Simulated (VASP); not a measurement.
Crystal: SnGe5.

```
CELL_PARAMETERS angstrom
0.00000 4.02348 4.02348
4.02348 0.00000 4.02348
4.02348 4.02348 0.00000
ATOMIC_POSITIONS crystal
Sn 0.25000 0.25000 0.25000
Ge 0.37273 0.87576 0.87576
Ge 0.87576 0.37273 0.87576
Ge 0.87576 0.87576 0.37273
Ge 0.87576 0.87576 0.87576
Ge 0.50000 0.50000 0.50000
```

The cell was built from a structure type or drawn by symmetry, and may not be a known phase.

* Program: VASP 6.6.1
* Task: relaxation of cell and atoms
* Functional: PBE
* Potentials or basis: VASP PAW PBE potentials, release 64 (Sn_d, Ge_d)
* Cutoff: 600 eV
* k mesh: 8 × 8 × 8
* Occupations: gaussian, width 0.1 eV
* Spin: no spin polarisation

At the start: pressure -1.1 GPa; volume 21.71 Å³/atom.

How do energy, volume and symmetry change on relaxing?

Over 5 steps the energy falls by 2.0 meV/atom and the volume is 21.28 Å³/atom (-2.0 %); space group F-43m (No. 216, to 0.1 Å) before and after.

Step by step:
```csv
step,energy change (eV),largest force (eV/Å),pressure (GPa),volume (Å³)
1,0.0000,0.1125,-1.05,130.27
2,-0.0104,0.0851,0.08,127.60
3,-0.0104,0.0841,0.12,127.53
4,-0.0116,0.0459,0.08,127.60
5,-0.0122,0.0003,0.03,127.68
```

Final structure:
```
Sn Ge
1.0
     0.00000    3.99668    3.99668
     3.99668    0.00000    3.99668
     3.99668    3.99668    0.00000
Sn Ge
1 5
Cartesian
  1.9983 1.9983 1.9983
  6.9912 4.9988 4.9988
  4.9988 6.9912 4.9988
  4.9988 4.9988 6.9912
  6.9912 6.9912 6.9912
  3.9967 3.9967 3.9967
```
